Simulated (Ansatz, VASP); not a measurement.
One calculation of NiMoIrPdW, two programs

INCAR

```
SYSTEM = NiMoIrPdW
PREC = Accurate ; ENCUT = 520
EDIFF = 1E-7 ; ISMEAR = -1
SIGMA = 0.05 ; LREAL = .FALSE.
LASPH = .TRUE. ; NELM = 150
ALGO = Normal ; ISIF = 2
LWAVE = .FALSE. ; LCHARG = .FALSE.
ISPIN = 2 ; MAGMOM = 1 1 0 0.6 0
LORBIT = 11 ; LMAXMIX = 4
GGA = RE ; NBANDS = 40
```

The input KPOINTS:

```
Automatic mesh
0
G
  8 8 2
  0 0 0
```

The input POSCAR:

```
NiMoIrPdW
1.0
    2.7607800000      0.0000000000      0.0000000000
   -1.3803900000      2.3909000000      0.0000000000
    0.0000000000      0.0000000000     11.3405100000
Ni Mo Pd Ir W
1 1 1 1 1
Direct
    0.0000000000      0.0000000000      0.7091700000
    0.6666700000      0.3333300000      0.2942500000
    0.6666700000      0.3333300000      0.8990100000
    0.0000000000      0.0000000000      0.1060400000
    0.6666700000      0.3333300000      0.5292100000
```

File input.yaml:

```yaml
crystal:
  lattice:
    - [2.76078, 0.0, 0.0]
    - [-1.38039, 2.3909, 0.0]
    - [0.0, 0.0, 11.34051]
  atoms:
    - { symbol: Ni, position: [0.0, 0.0, 0.70917], spin: 1.0 }
    - { symbol: Mo, position: [0.66667, 0.33333, 0.29425], spin: 1.0 }
    - { symbol: Pd, position: [0.66667, 0.33333, 0.89901] }
    - { symbol: Ir, position: [0.0, 0.0, 0.10604], spin: 0.6 }
    - { symbol: W, position: [0.66667, 0.33333, 0.52921] }
kpoints:
  mp_grid: { grid: [8, 8, 2] }
  band_path:
    path:
      - [0.0, 0.0, 0.0]
      - [0.5, 0.0, 0.0]
      - [0.3333333333, 0.3333333333, 0.0]
      - [0.0, 0.0, 0.0]
      - [0.0, 0.0, 0.5]
      - [0.5, 0.0, 0.5]
      - [0.3333333333, 0.3333333333, 0.5]
      - [0.0, 0.0, 0.5]
    npoints: 12
scf:
  occupations: { method: fermi_dirac, width: 0.05 }
hamiltonian:
  xc: revpbe
  pseudopotentials: { kind: all_electron, lapw: { basis_error: 0.002 } }
magnetization:
  spin_polarized: true
output:
  forces: true
  stress: true
  eigenvalues: true
```

Alike in both runs: functional revPBE; k mesh 8 × 8 × 2; occupations fermi-dirac, width 0.05 eV; collinear spin.

|  | VASP | Ansatz |
| --- | --- | --- |
| version | VASP 6.6.1 | Ansatz 0.2.0 |
| potentials or method | VASP PAW PBE potentials, release 64 (Ni, Mo_sv, Pd, Ir, W_sv), cutoff 520 eV | all-electron LAPW, scalar-relativistic |
| task | single point | band structure |

VASP gave:

| Property | Result |
| --- | --- |
| gap on the k mesh at the Fermi level (eV) | none |
| pressure (GPa) | 3.3 |
| traceless stress, the component that is largest in VASP (GPa) | 0.05 |
| rms of the force components (eV/Å) | 0.122 |
| net moment per atom (μB) | 0.00 |

**Question.** Estimate Ansatz's values.

**Answer.** gap on the k mesh at the Fermi level (eV): none; pressure (GPa): 2.9; traceless stress, the component that is largest in VASP (GPa): 0.05; rms of the force components (eV/Å): 0.115; net moment per atom (μB): 0.00.

VASP's potentials were made for PBE, not for revPBE. Atom by atom the forces differ by 0.009 eV/Å (rms over components). A gap of «none» marks a metal or a gap that the smearing closes. Ansatz ran all-electron here, and VASP with PAW potentials.

Neither program's run includes spin-orbit coupling. Noted on Ansatz's run: the k mesh is thin for a metal, which can move the energy by tens of meV per atom.
